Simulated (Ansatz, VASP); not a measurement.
# HfB: VASP beside Ansatz

```xyz
2
Lattice="0.0000 2.3100 2.3100 2.3100 0.0000 2.3100 2.3100 2.3100 0.0000" Properties=species:S:1:pos:R:3 pbc="T T T"
Hf    2.3100    2.3100    2.3100
B     0.0000    0.0000    0.0000
```

Change from the starting cell: volume scaled by 1, PAW files.

Alike in both runs: task electric field gradients; functional PBE; k mesh 13 × 13 × 13; occupations fermi-dirac, width 0.05 eV; no spin polarisation.

|  | VASP | Ansatz |
| --- | --- | --- |
| version | VASP 6.6.1 | Ansatz 0.2.0 |
| potentials or method | VASP PAW PBE potentials, release 64 (Hf_pv, B) | PAW with Ansatz's default frozen-core files, scalar-relativistic |
| plane-wave cutoff (eV) | 520 | 420 |
| valence electrons in the cell | 13 | 29 |

Ansatz gave:

* pressure (GPa): 29.7

Estimate VASP's values.

pressure (GPa): 30.6.

Both programs put the cell under a high pressure, so it lies far from rest at this level. VASP's potentials hold 13 valence electrons a cell and Ansatz's 29, so a difference there can come from the potentials and not from the codes.

Neither program's run includes spin-orbit coupling.
